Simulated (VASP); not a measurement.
# Tc (Im-3m) in VASP: further runs, part 2 of 2

VASP 6.6.1.

**3. Single point, PBE**

This run uses another cell than the first one, of 14.95 Å³/atom, 1.047 times its volume.

Contents of INCAR:

```
SYSTEM = Tc
PREC = Accurate
ENCUT = 500
EDIFF = 1E-6
ISMEAR = 0
SIGMA = 0.05
LREAL = .False.
LASPH = .True.
NELM = 120
ALGO = Normal
ISIF = 2
LWAVE = .False.
LCHARG = .True.
GGA = PE
LELF = .True.
LVHAR = .True.
NBANDS = 12
GGA_COMPAT = .False.
```

Contents of KPOINTS:

```
regular mesh
0
Gamma
  10 10 10
  0 0 0
```

Contents of POSCAR:

```
Tc
1.0
   -1.5519859231      1.5519859231      1.5519859231
    1.5519859231     -1.5519859231      1.5519859231
    1.5519859231      1.5519859231     -1.5519859231
Tc
1
Direct
    0.0000000000      0.0000000000      0.0000000000
```

Potentials or basis: VASP PAW PBE potentials, release 64 (Tc_pv).

Command:

```
$ cat potpaw_PBE.64/Tc_pv/POTCAR > POTCAR
$ mpirun -np 1 vasp_std > vasp.out
```

OUTCAR:

```text
SYSTEM = Tc
   PREC = Accurate
   ENCUT = 500
   EDIFF = 1E-6
   ISMEAR = 0
   LREAL = .False.
   LASPH = .True.
   NELM = 120
   ISIF = 2
   GGA = PE

 ion  position               nearest neighbor table
   1  0.000  0.000  0.000-

  LATTYP: Found a body centered cubic cell.
 ALAT       =     3.1039718462

  Lattice vectors:

 A1 = (  -1.5519859231,   1.5519859231,   1.5519859231)
 A2 = (   1.5519859231,  -1.5519859231,   1.5519859231)
 A3 = (   1.5519859231,   1.5519859231,  -1.5519859231)

Analysis of symmetry for initial positions (statically):
=====================================================================
 Subroutine PRICEL returns:
 Original cell was already a primitive cell.

 Routine SETGRP: Setting up the symmetry group for a
 body centered cubic supercell.

 Subroutine GETGRP returns: Found 48 space group operations
 (whereof 48 operations were pure point group operations)
 out of a pool of 48 trial point group operations.

The static configuration has the point symmetry O_h .

Analysis of symmetry for dynamics (positions and initial velocities):
=====================================================================
 Subroutine PRICEL returns:
 Original cell was already a primitive cell.

 Routine SETGRP: Setting up the symmetry group for a
 body centered cubic supercell.

 Subroutine GETGRP returns: Found 48 space group operations
 (whereof 48 operations were pure point group operations)
 out of a pool of 48 trial point group operations.

The dynamic configuration has the point symmetry O_h .

 Subroutine INISYM returns: Found 48 space group operations
 (whereof 48 operations are pure point group operations),
 and found     1 'primitive' translations

----------------------------------------------------------------------------------------

                                     Primitive cell

  volume of cell :      14.9528

  direct lattice vectors                    reciprocal lattice vectors
    -1.551985923  1.551985923  1.551985923     0.000000000  0.322167871  0.322167871
     1.551985923 -1.551985923  1.551985923     0.322167871  0.000000000  0.322167871
     1.551985923  1.551985923 -1.551985923     0.322167871  0.322167871  0.000000000

  length of vectors
     2.688118471  2.688118471  2.688118471     0.455614172  0.455614172  0.455614172

  position of ions in fractional coordinates (direct lattice)
     0.000000000  0.000000000  0.000000000

  ion indices of the primitive-cell ions
   primitive index   ion index
                 1           1

----------------------------------------------------------------------------------------

 KPOINTS: regular mesh

Automatic generation of k-mesh.
 Grid dimensions read from file:
 generate k-points for:   10   10   10

 Generating k-lattice:

  Cartesian coordinates                     Fractional coordinates (reciprocal lattice)
     0.000000000  0.032216787  0.032216787     0.100000000  0.000000000  0.000000000
     0.032216787  0.000000000  0.032216787     0.000000000  0.100000000  0.000000000
     0.032216787  0.032216787  0.000000000     0.000000000  0.000000000  0.100000000

  Length of vectors
     0.045561417  0.045561417  0.045561417

  Shift w.r.t. Gamma in fractional coordinates (k-lattice)
     0.000000000  0.000000000  0.000000000

 Subroutine IBZKPT returns following result:
 ===========================================

 Found     47 irreducible k-points:

 Following reciprocal coordinates:
            Coordinates               Weight
  0.000000  0.000000  0.000000      1.000000
  0.100000  0.000000  0.000000     12.000000
  0.200000  0.000000  0.000000     12.000000
  0.300000  0.000000  0.000000     12.000000
  0.400000  0.000000  0.000000     12.000000
  0.500000  0.000000  0.000000      6.000000
[... 16 lines left out ...]
  0.300000  0.300000  0.100000      8.000000
 -0.300000  0.300000  0.100000     24.000000
 [... further k-points ...]
   k-points           NKPTS =     47   k-points in BZ     NKDIM =     47   number of bands    NBANDS=     12
   number of dos      NEDOS =    301   number of ions     NIONS =      1
   total plane-waves  NPLWV =   8000
   dimension x,y,z NGX =    20 NGY =   20 NGZ =   20
   dimension x,y,z NGXF=    40 NGYF=   40 NGZF=   40
   ions per type =               1
   NGX,Y,Z   is equivalent  to a cutoff of  12.37, 12.37, 12.37 a.u.
   NGXF,Y,Z  is equivalent  to a cutoff of  24.74, 24.74, 24.74 a.u.
 SYSTEM =  Tc
   PREC   = accura    normal or accurate (medium, high low for compatibility)
   ISTART =      0    job   : 0-new  1-cont  2-samecut
   ICHARG =      2    charge: 1-file 2-atom 10-const
   ISPIN  =      1    spin polarized calculation?
   LNONCOLLINEAR =      F non collinear calculations
   LSORBIT =      F    spin-orbit coupling
   LASPH  =      T    aspherical Exc in radial PAW
   ENCUT  =  500.0 eV  36.75 Ry    6.06 a.u.   4.90  4.90  4.90*2*pi/ulx,y,z
   NELM   =    120;   NELMIN=  2; NELMDL= -5     # of ELM steps
   EDIFF  = 0.1E-05   stopping-criterion for ELM
   LREAL  =      F    real-space projection
   EDIFFG = 0.1E-04   stopping-criterion for IOM
   NSW    =      0    number of steps for IOM
   IBRION =     -1    ionic relax: 0-MD 1-quasi-New 2-CG
   NFREE  =      0    steps in history (QN), initial steepest desc. (CG)
   ISIF   =      2    stress and relaxation
   ISYM   =      2    0-nonsym 1-usesym 2-fastsym
   POTIM  = 0.5000    time-step for ionic-motion
   TEBEG  =    0.0;   TEEND  =   0.0 temperature during run
   PSTRESS=    0.0 pullay stress
   NELECT =      13.0000    total number of electrons
   NUPDOWN=      -1.0000    fix difference up-down
   EMIN   =  10.00;   EMAX   =-10.00  energy-range for DOS
   EFERMI =   0.00;   METHOD = LEGACY
   ISMEAR =     0;   SIGMA  =   0.05  broadening in eV -4-tet -1-fermi 0-gaus
   EFERMI_NEDOS =   21; number of points for ismear=-14 and -15
   IALGO  =     38    algorithm
   IMIX   =      4    mixing-type and parameters
     AMIX     =   0.40;   BMIX     =  1.00
     AMIX_MAG =   1.60;   BMIX_MAG =  1.00
  volume/ion in A,a.u.               =      14.95       100.91
  Fermi-wavevector in a.u.,A,eV,Ry     =   1.562481  2.952662 33.216555  2.441348
  Thomas-Fermi vector in A             =   2.665393
   LORBIT       =      0    0 simple, 1 ext, 2 COOP (PROOUT), +10 PAW based schemes
   GGA     = PE    functional components
   LHFCALC =     F    Hartree Fock is set to
   AEXX    =    0.0000 exact exchange contribution
   IVDW    =     0    specifies the selected vdW correction
   LEPSILON=     F    determine dielectric tensor
   LRPA    =     F    only Hartree local field effects (RPA)
 non-spin polarized calculation
 Gauss-broadening in eV      SIGMA  =   0.05
  energy-cutoff  :      500.00
  volume of cell :       14.95
 maximum number of plane-waves:       394
   NGX =  9   NGY =  9   NGZ =  9

 number of electron      12.9999997 magnetization

 Free energy of the ion-electron system (eV)
  ---------------------------------------------------
  ext. energy  EPLUGINS =         0.00000000
  ---------------------------------------------------
  free energy    TOTEN  =       -10.08503641 eV

  energy without entropy =      -10.08178352  energy(sigma->0) =      -10.08340997

 E-fermi :  12.4968     XC(G=0): -13.5510

 val. band max:       12.4896158577   @ k =   0.5000   0.5000   0.3000
 cond. band min:      12.5028668104   @ k =  -0.3000   0.5000   0.1000
 fundamental gap:      0.0132509527
 Fermi energy:        12.4967917389

 k-point     1 :       0.0000    0.0000    0.0000
  band No.  band energies     occupation
      1     -26.3597      2.00000
      2     -26.3597      2.00000
      3     -26.3597      2.00000
      4       4.7830      2.00000
      5      10.2358      2.00000
      6      10.2358      2.00000
      7      10.2358      2.00000
      8      13.0342      0.00000
      9      13.0342      0.00000
     10      28.3213      0.00000
     11      28.3213      0.00000
     12      28.3213      0.00000
[... 331 lines left out ...]
 k-point    24 :      -0.3000    0.3000    0.1000
  band No.  band energies     occupation
      1     -27.0852      2.00000
      2     -26.6372      2.00000
      3     -26.4466      2.00000
      4       7.3196      2.00000
      5       9.3453      2.00000
      6      10.1636      2.00000
      7      12.0592      2.00000
      8      13.2019      0.00000
      9      13.9635      0.00000
     10      26.9596      0.00000
     11      28.1570      0.00000
     12      32.4324      0.00000

 [... further k-points ...]

------------------------ aborting loop because EDIFF is reached ----------------------------------------

  FORCE on cell =-STRESS in cart. coord.  units (eV):
  Direction    XX          YY          ZZ          XY          YZ          ZX
  --------------------------------------------------------------------------------------
  -------------------------------------------------------------------------------------
  Total       -0.6641759     -0.6641759     -0.6641759      0.0000000      0.0000000      0.0000000
  in kB      -71.1656386    -71.1656386    -71.1656386      0.0000000      0.0000000      0.0000000
  external PRESSURE =     -71.1656386 kB  Pullay stress =       0.0000000 kB

 VOLUME and BASIS-vectors are now :
 -----------------------------------------------------------------------------
  energy-cutoff  :      500.00
  volume of cell :       14.95
      direct lattice vectors                 reciprocal lattice vectors
    -1.551985923  1.551985923  1.551985923     0.000000000  0.322167871  0.322167871
     1.551985923 -1.551985923  1.551985923     0.322167871  0.000000000  0.322167871
     1.551985923  1.551985923 -1.551985923     0.322167871  0.322167871  0.000000000

 POSITION                                       TOTAL-FORCE (eV/Angst)
 -----------------------------------------------------------------------------------
      0.00000      0.00000      0.00000         0.000000      0.000000      0.000000
 -----------------------------------------------------------------------------------
    total drift:                                0.000000     -0.000000      0.000000

  FREE ENERGIE OF THE ION-ELECTRON SYSTEM (eV)
  ---------------------------------------------------
  free  energy   TOTEN  =       -10.0850364065 eV

  energy  without entropy=      -10.0817835245  energy(sigma->0) =      -10.08340997
```

OSZICAR:

```text
N       E                     dE             d eps       ncg     rms          rms(c)
DAV:   1     0.110983145021E+03    0.11098E+03   -0.78027E+03  1144   0.101E+03
DAV:   2    -0.927785182018E+01   -0.12026E+03   -0.11693E+03  1208   0.298E+02
DAV:   3    -0.108632369218E+02   -0.15854E+01   -0.15790E+01  1272   0.399E+01
DAV:   4    -0.108703631891E+02   -0.71263E-02   -0.71261E-02  1200   0.290E+00
DAV:   5    -0.108704220122E+02   -0.58823E-04   -0.58824E-04  1276   0.251E-01    0.157E+01
DAV:   6    -0.101674925665E+02    0.70293E+00   -0.98798E-01  1172   0.130E+01    0.460E+00
DAV:   7    -0.100898165796E+02    0.77676E-01   -0.15397E-01  1248   0.492E+00    0.619E-01
DAV:   8    -0.100850412659E+02    0.47753E-02   -0.51134E-03  1152   0.865E-01    0.131E-01
DAV:   9    -0.100850400469E+02    0.12190E-05   -0.12309E-04  1332   0.150E-01    0.137E-02
DAV:  10    -0.100850355165E+02    0.45305E-05   -0.47949E-06  1156   0.254E-02    0.401E-03
DAV:  11    -0.100850364065E+02   -0.89009E-06   -0.45316E-08   628   0.231E-03
   1 F= -.10085036E+02 E0= -.10083410E+02  d E =-.325288E-02
```

stdout:

```text
POSCAR found type information on POSCAR Tc
 POSCAR found :  1 types and       1 ions
 scaLAPACK will be used
 LDA part: xc-table for (Slater+PW92), standard interpolation
 POSCAR, INCAR and KPOINTS ok, starting setup
 FFT: planning ... GRIDC
 FFT: planning ... GRID_SOFT
 FFT: planning ... GRID
 WAVECAR not read
 entering main loop
```

Wall time 12 s (1 thread of Intel Xeon 8259CL, shared host); peak memory 0.13 GiB.

What came out:

```yaml
Free_energy: -10.0850 eV
Pressure: -7.1 GPa
```

**4. Single point, PBE**

This run uses another cell than the first one, of 14.61 Å³/atom, 1.023 times its volume.

Contents of INCAR:

```
SYSTEM = Tc
PREC = Accurate
ENCUT = 500
EDIFF = 1E-6
ISMEAR = 0
SIGMA = 0.05
LREAL = .FALSE.
LASPH = .TRUE.
NELM = 120
ALGO = Normal
ISIF = 2
LWAVE = .FALSE.
LCHARG = .TRUE.
GGA = PE
LELF = .TRUE.
LVHAR = .TRUE.
NBANDS = 12
GGA_COMPAT = .FALSE.
```

Contents of KPOINTS:

```
regular mesh
0
G
  10 10 10
  0 0 0
```

Contents of POSCAR:

```
Tc
1.0
   -1.5401792770      1.5401792770      1.5401792770
    1.5401792770     -1.5401792770      1.5401792770
    1.5401792770      1.5401792770     -1.5401792770
Tc
1
Direct
    0.0000000000      0.0000000000      0.0000000000
```

Command:

```
$ cat potpaw_PBE.64/Tc_pv/POTCAR > POTCAR
$ mpirun -np 1 vasp_std > vasp.out
```

It took 12 s on 1 thread of Intel Xeon 8259CL, shared host; peak memory 0.13 GiB.

The run converged. Its results:

```
Free energy : -10.0930 eV
Pressure    : -0.8 GPa
```

Levels at points of the mesh, in eV from the Fermi level:
```
           k point  band 4  band 5  band 6  band 7  band 8  band 9
(0.00, 0.00, 0.00)   -7.83   -2.33   -2.33   -2.33    0.55    0.55
(0.50, 0.00, 0.00)   -5.99   -4.23    0.56    1.10    1.23    3.36
(0.50, 0.50, 0.50)   -6.10   -6.10    2.67    2.67    2.67    9.08
```

**5. Summary**

| cell | gap on the mesh (eV) | pressure (GPa) |
| --- | --- | --- |
| a = 2.648 Å, angles 109.5°, 1 atom | none | 6.2 |
| a = 2.688 Å, angles 109.5°, 1 atom | none | -7.1 |
| a = 2.668 Å, angles 109.5°, 1 atom | none | -0.8 |

Alike in all rows: task single point; level PBE; potentials or basis VASP PAW PBE potentials, release 64 (Tc_pv); no spin polarisation; k mesh 10 × 10 × 10; cutoff (eV) 500; smearing gaussian 0.05 eV.

Total energies depend on the potentials used, so only differences within one code and one set of settings carry meaning.
